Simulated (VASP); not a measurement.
Input of a VASP 6.6.1 run:

INCAR

```
  AGGAC = 1.0
  AGGAX = 1.0
  ALDAC = 0.0
  ALDAX = 1.0
  ALGO = Normal
  EDIFF = 1E-6
  ENCUT = 520
  GGA = B5
  ISIF = 2
  ISMEAR = -1
  LASPH = T
  LCHARG = F
  LREAL = F
  LWAVE = F
  NBANDS = 17
  NELM = 100
  PREC = Accurate
  SIGMA = 0.1
```

The input KPOINTS:

```
k-points
0
Gamma
  10 10 10
```

POSCAR

```
Pd
1.0
    0.0000000000      2.8431660493      2.8431660493
    2.8431660493      0.0000000000      2.8431660493
    2.8431660493      2.8431660493      0.0000000000
Pd
2
Direct
    0.1250000000      0.1250000000      0.1250000000
    0.8750000000      0.8750000000      0.8750000000
```

Potentials or basis: VASP PAW PBE potentials, release 64 (Pd).

The run is started by

```bash
$ cat potpaw_PBE.64/Pd/POTCAR > POTCAR
$ mpirun -np 1 vasp_std > vasp.out
```

(1) Predict the band gap on the k mesh.

(2) Estimate the pressure.

Results:

(1) zero (band 10 reaches 5.11 eV, above the bottom of band 11 at 4.72 eV).

(2) 9.9 GPa.

Caveat: the PAW data sets were made with another functional, which shifts forces and pressure a little.
